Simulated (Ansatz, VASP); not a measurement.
Given: the input of a run of Ansatz 0.2.0 on SrCl2.

The input input.yaml:

```yaml
crystal:
  lattice:
    - [0.0, 3.4412043558, 3.4412043558]
    - [3.4412043558, 0.0, 3.4412043558]
    - [3.4412043558, 3.4412043558, 0.0]
  atoms:
    - { symbol: Sr, position: [0.0, 0.0, 0.0] }
    - { symbol: Cl, position: [0.75, 0.75, 0.75] }
    - { symbol: Cl, position: [0.25, 0.25, 0.25] }
hamiltonian:
  xc: lda
  pseudopotentials: { kind: paw }
kpoints:
  mp_grid: { grid: [6, 6, 6] }
scf:
  occupations: { method: fermi_dirac, width: 0.05 }
output:
  forces: true
  stress: true
  eigenvalues: true
```

Potentials or basis: Ansatz PAW.

Launch:

```bash
$ ansatz run input.yaml --threads 1 --pin off --max-ram 3584MiB --backend cpu --events-out ev --progress --plain --runs-dir out
```

**Question.** Set up the same calculation for VASP 6.6.1. Potentials there: VASP PAW LDA potentials, release 64 (Sr_sv, Cl).

**Answer.** As run (the cutoff follows the program's own potentials):

File INCAR:

```
PREC = Accurate
ENCUT = 520
EDIFF = 1E-6
ISMEAR = -1
SIGMA = 0.05
LREAL = F
LASPH = T
NELM = 80
ALGO = Normal
ISIF = 2
LWAVE = F
LCHARG = F
NBANDS = 19
```

KPOINTS

```
Automatic mesh
0
Gamma
  6 6 6
```

File POSCAR:

```
SrCl2
1.0
    0.0000000000      3.4412043558      3.4412043558
    3.4412043558      0.0000000000      3.4412043558
    3.4412043558      3.4412043558      0.0000000000
Sr Cl
1 2
Direct
    0.0000000000      0.0000000000      0.0000000000
    0.7500000000      0.7500000000      0.7500000000
    0.2500000000      0.2500000000      0.2500000000
```

Potentials or basis: VASP PAW LDA potentials, release 64 (Sr_sv, Cl).

Launch:

```sh
$ cat potpaw_LDA.64/Sr_sv/POTCAR potpaw_LDA.64/Cl/POTCAR > POTCAR
$ mpirun -np 1 vasp_std > vasp.out
```

Both were run:

|  | VASP | Ansatz | Ansatz less VASP |
| --- | --- | --- | --- |
| gap on the k mesh at the Fermi level (eV) | 5.04 | 5.03 | -0.005 |
| least direct gap on the mesh (eV) | 5.12 | 5.13 | +0.006 |
| pressure (GPa) | -1.3 | -1.5 | -0.15 |

LDA's correlation is that of Perdew and Zunger in VASP and of Perdew and Wang (1992) in Ansatz.
